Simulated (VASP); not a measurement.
# InAs3 (I4/mmm) in VASP: single point with PBE

Aim: the single point of InAs3 with PBE.

Everything below comes from runs of VASP 6.6.1. Logs are shortened: lines on timing, memory, paths and dates and some standing lists are left out, and cuts for length are marked.

## Step 1: The cell of the first run

It takes space group I4/mmm (No. 139, tetragonal). The conventional cell has a = 4.271 Å, b = 4.271 Å, c = 9.539 Å, α = 90.00°, β = 90.00°, γ = 90.00°. Within 4.0 Å of In (site symmetry 4/mmm) lie 12 As at 3.02 to 3.20 Å. As (site symmetry 4/mmm) has 4 In at 3.02 Å and 8 As at 3.20 Å within 4.0 Å. As (site symmetry -4m2) has 8 As at 3.02 to 3.20 Å and 4 In at 3.20 Å within 4.0 Å.

## Step 2: Single point, PBE

File INCAR:

```
SYSTEM = InAs3
PREC = Accurate ; ENCUT = 500
EDIFF = 1E-6 ; ISMEAR = 0
SIGMA = 0.1 ; LREAL = .False.
LASPH = .True. ; NELM = 120
ALGO = Normal ; ISIF = 2
LWAVE = .False. ; LCHARG = .False.
GGA = PE ; NBANDS = 22
GGA_COMPAT = .False.
```

File KPOINTS:

```
regular mesh
0
Gamma
  6 6 6
  0 0 0
```

File POSCAR:

```
InAs3
1.0
   -2.1352579561      2.1352579561      4.7696671227
    2.1352579561     -2.1352579561      4.7696671227
    2.1352579561      2.1352579561     -4.7696671227
In As
1 3
Direct
    0.0000000000      0.0000000000      0.0000000000
    0.5000000000      0.5000000000      0.0000000000
    0.2500000000      0.7500000000      0.5000000000
    0.7500000000      0.2500000000      0.5000000000
```

Potentials or basis: VASP PAW PBE potentials, release 64 (In_d, As).

Run with:

```sh
cat potpaw_PBE.64/In_d/POTCAR potpaw_PBE.64/As/POTCAR > POTCAR
mpirun -np 1 vasp_std > vasp.out
```

OUTCAR:

```text
SYSTEM = InAs3
   PREC = Accurate
   ENCUT = 500
   EDIFF = 1E-6
   ISMEAR = 0
   LREAL = .False.
   LASPH = .True.
   NELM = 120
   ISIF = 2
   GGA = PE

 ion  position               nearest neighbor table
   1  0.000  0.000  0.000-   2 3.02   2 3.02   2 3.02   2 3.02   4 3.20   4 3.20   3 3.20   3 3.20
                             4 3.20   3 3.20   4 3.20   3 3.20
   2  0.500  0.500  0.000-   1 3.02   1 3.02   1 3.02   1 3.02
   3  0.250  0.750  0.500-   1 3.20   1 3.20   1 3.20   1 3.20
   4  0.750  0.250  0.500-   1 3.20   1 3.20   1 3.20   1 3.20

  LATTYP: Found a body centered tetragonal cell.
 ALAT       =     4.2705159122
 C/A-ratio  =     2.2337662338

  Lattice vectors:

 A1 = (  -2.1352579561,   2.1352579561,   4.7696671227)
 A2 = (   2.1352579561,  -2.1352579561,   4.7696671227)
 A3 = (   2.1352579561,   2.1352579561,  -4.7696671227)

Analysis of symmetry for initial positions (statically):
=====================================================================
 Subroutine PRICEL returns:
 Original cell was already a primitive cell.

 Routine SETGRP: Setting up the symmetry group for a
 body centered tetragonal supercell.

 Subroutine GETGRP returns: Found 16 space group operations
 (whereof 16 operations were pure point group operations)
 out of a pool of 16 trial point group operations.

The static configuration has the point symmetry D_4h.

Analysis of symmetry for dynamics (positions and initial velocities):
=====================================================================
 Subroutine PRICEL returns:
 Original cell was already a primitive cell.

 Routine SETGRP: Setting up the symmetry group for a
 body centered tetragonal supercell.

 Subroutine GETGRP returns: Found 16 space group operations
 (whereof 16 operations were pure point group operations)
 out of a pool of 16 trial point group operations.

The dynamic configuration has the point symmetry D_4h.

 Subroutine INISYM returns: Found 16 space group operations
 (whereof 16 operations are pure point group operations),
 and found     1 'primitive' translations

----------------------------------------------------------------------------------------

                                     Primitive cell

  volume of cell :      86.9859

[... 89 lines left out ...]
   LASPH  =      T    aspherical Exc in radial PAW
   ENCUT  =  500.0 eV  36.75 Ry    6.06 a.u.  10.29 10.29 10.29*2*pi/ulx,y,z
   NELM   =    120;   NELMIN=  2; NELMDL= -5     # of ELM steps
   EDIFF  = 0.1E-05   stopping-criterion for ELM
   LREAL  =      F    real-space projection
   EDIFFG = 0.1E-04   stopping-criterion for IOM
   NSW    =      0    number of steps for IOM
   IBRION =     -1    ionic relax: 0-MD 1-quasi-New 2-CG
   NFREE  =      0    steps in history (QN), initial steepest desc. (CG)
   ISIF   =      2    stress and relaxation
   ISYM   =      2    0-nonsym 1-usesym 2-fastsym
   POTIM  = 0.5000    time-step for ionic-motion
   TEBEG  =    0.0;   TEEND  =   0.0 temperature during run
   PSTRESS=    0.0 pullay stress
   NELECT =      28.0000    total number of electrons
   NUPDOWN=      -1.0000    fix difference up-down
   EMIN   =  10.00;   EMAX   =-10.00  energy-range for DOS
   EFERMI =   0.00;   METHOD = LEGACY
   ISMEAR =     0;   SIGMA  =   0.10  broadening in eV -4-tet -1-fermi 0-gaus
   EFERMI_NEDOS =   21; number of points for ismear=-14 and -15
   IALGO  =     38    algorithm
   IMIX   =      4    mixing-type and parameters
     AMIX     =   0.40;   BMIX     =  1.00
     AMIX_MAG =   1.60;   BMIX_MAG =  1.00
  volume/ion in A,a.u.               =      21.75       146.75
  Fermi-wavevector in a.u.,A,eV,Ry     =   1.121961  2.120200 17.126979  1.258797
  Thomas-Fermi vector in A             =   2.258618
   LORBIT       =      0    0 simple, 1 ext, 2 COOP (PROOUT), +10 PAW based schemes
   GGA     = PE    functional components
   LHFCALC =     F    Hartree Fock is set to
   AEXX    =    0.0000 exact exchange contribution
   IVDW    =     0    specifies the selected vdW correction
   LEPSILON=     F    determine dielectric tensor
   LRPA    =     F    only Hartree local field effects (RPA)
 non-spin polarized calculation
 Gauss-broadening in eV      SIGMA  =   0.10
  energy-cutoff  :      500.00
  volume of cell :       86.99
 maximum number of plane-waves:      2221
 NGX is ok and might be reduce to    42
   NGX = 21   NGY = 21   NGZ = 21

 number of electron      28.0000005 magnetization

 Free energy of the ion-electron system (eV)
  ---------------------------------------------------
  ext. energy  EPLUGINS =         0.00000000
  ---------------------------------------------------
  free energy    TOTEN  =       -15.04623571 eV

  energy without entropy =      -15.03254532  energy(sigma->0) =      -15.03939051

 E-fermi :   6.3355     XC(G=0): -10.4227

 val. band max:        6.3251276720   @ k =  -0.3333   0.5000   0.3333
 cond. band min:       6.3571566019   @ k =   0.3333   0.0000   0.0000
 fundamental gap:      0.0320289298
 Fermi energy:         6.3355469852

 k-point     1 :       0.0000    0.0000    0.0000
  band No.  band energies     occupation
      1      -8.3265      2.00000
      2      -8.2870      2.00000
      3      -8.2688      2.00000
      4      -8.2688      2.00000
      5      -8.2639      2.00000
      6      -7.3785      2.00000
[... 589 lines left out ...]
     21      12.4476      0.00000
     22      12.6157      0.00000

 [... further k-points ...]

------------------------ aborting loop because EDIFF is reached ----------------------------------------

  FORCE on cell =-STRESS in cart. coord.  units (eV):
  Direction    XX          YY          ZZ          XY          YZ          ZX
  --------------------------------------------------------------------------------------
  -------------------------------------------------------------------------------------
  Total       -1.0065586     -1.0065586     -0.3321330      0.0000000      0.0000000      0.0000000
  in kB      -18.5396233    -18.5396233     -6.1174978      0.0000000      0.0000000      0.0000000
  external PRESSURE =     -14.3989148 kB  Pullay stress =       0.0000000 kB

 VOLUME and BASIS-vectors are now :
 -----------------------------------------------------------------------------
  energy-cutoff  :      500.00
  volume of cell :       86.99
      direct lattice vectors                 reciprocal lattice vectors
    -2.135257956  2.135257956  4.769667123     0.000000000  0.234163745  0.104829118
     2.135257956 -2.135257956  4.769667123     0.234163745  0.000000000  0.104829118
     2.135257956  2.135257956 -4.769667123     0.234163745  0.234163745  0.000000000

 POSITION                                       TOTAL-FORCE (eV/Angst)
 -----------------------------------------------------------------------------------
      0.00000      0.00000      0.00000         0.000000     -0.000000     -0.000000
      0.00000      0.00000      4.76967         0.000000     -0.000000     -0.000000
      2.13526      0.00000      2.38483         0.000000     -0.000000      0.000000
      0.00000      2.13526      2.38483        -0.000000      0.000000     -0.000000
 -----------------------------------------------------------------------------------
    total drift:                               -0.000000     -0.000000      0.000000

  FREE ENERGIE OF THE ION-ELECTRON SYSTEM (eV)
  ---------------------------------------------------
  free  energy   TOTEN  =       -15.0462357056 eV

  energy  without entropy=      -15.0325453240  energy(sigma->0) =      -15.03939051
```

It took 44 s on 1 thread of AMD EPYC 9R45 (Zen 5), shared host; peak memory 0.24 GiB.

What came out:

```yaml
Free_energy: -15.0462 eV
Pressure: -1.4 GPa
Band_gap_on_the_k_mesh: zero (bands 14 and 15 overlap by 1.31 eV)
```

Stress tensor (GPa, compression positive):
```
-1.85  0.00  0.00
 0.00 -1.85  0.00
 0.00  0.00 -0.61
```

Caveat: spin-orbit coupling is left out, which moves the levels of the heavy elements.

The gap in the log of VASP goes by the Fermi energy; the results here count the filled bands.